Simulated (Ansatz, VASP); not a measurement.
One calculation of Sn, two programs

```
Sn
1.0
    -1.67429    1.67426    2.26525
     1.67429   -1.67426    2.26525
     1.67429    1.67426   -2.26525
Sn
1
Direct
  0.00000 0.00000 0.00000
```

Alike in both runs: functional PBEsol; dispersion D3(BJ); k mesh 11 × 11 × 11; occupations gaussian, width 0.1 eV; no spin polarisation.

Ansatz relaxed the structure, and its values are those at the end. VASP's run is a single point on that final structure, the one shown.

```csv
,VASP,Ansatz
version,VASP 6.6.1,Ansatz 0.2.0
potentials or method,"VASP PAW PBE potentials, release 64 (Sn_d)","plane waves, PAW"
plane-wave cutoff (eV),520,420
valence electrons in the cell,14,14
```

|  | VASP | Ansatz | Ansatz less VASP |
| --- | --- | --- | --- |
| pressure (GPa) | -0.1 | 0.0 | +0.06 |

VASP's potentials were made for PBE, not for PBEsol.
